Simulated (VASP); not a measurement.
Set up this calculation in VASP 6.6.1, as the native input.

| Property | Result |
| --- | --- |
| Task | single point |
| Functional | PBEsol |
| Potentials or basis | VASP PAW PBE potentials, release 64 (Sb, Ga_d) |
| Cutoff | 520 eV |
| k mesh | 10 × 10 × 10 |
| Occupations | fermi-dirac, width 0.05 eV |
| Spin | no spin polarisation |
| Dipole correction | no |
| Further INCAR settings | ALGO = Normal; EDIFF = 1e-07; NBANDS = 16 |

The structure of GaSb lies in POSCAR:

```
GaSb
1.0
   -2.7162208707      2.7162208707      1.5692083240
    2.7162208707     -2.7162208707      1.5692083240
    2.7162208707      2.7162208707     -1.5692083240
Sb Ga
1 1
Direct
    0.0000000000      0.0000000000      0.0000000000
    0.7500000000      0.2500000000      0.5000000000
```

These files were run (other wordings do the same):

INCAR

```
ALGO = Normal ; EDIFF = 1E-7
ENCUT = 520 ; GGA = PS
ISIF = 2 ; ISMEAR = -1
LASPH = T ; LCHARG = F
LREAL = F ; LWAVE = F
NBANDS = 16 ; NELM = 60
PREC = Accurate ; SIGMA = 0.05
```

KPOINTS

```
k-points
0
Gamma
  10 10 10
```

Potentials or basis: VASP PAW PBE potentials, release 64 (Sb, Ga_d).

The run is started by

```console
$ cat potpaw_PBE.64/Sb/POTCAR potpaw_PBE.64/Ga_d/POTCAR > POTCAR
$ mpirun -np 1 vasp_std > vasp.out
```

Results of the run:

```
Pressure               : -0.6 GPa
Band gap on the k mesh : zero (bands 9 and 10 overlap by 4.66 eV)
```

Caveat: the PAW data sets were made with another functional, which shifts forces and pressure a little; spin-orbit coupling is left out, which moves the levels of the heavy elements.

Run time: 33 s on 1 thread of Intel(R) Xeon(R) 6975P-C (Granite Rapids), with other jobs on the host, peak memory 0.22 GiB.
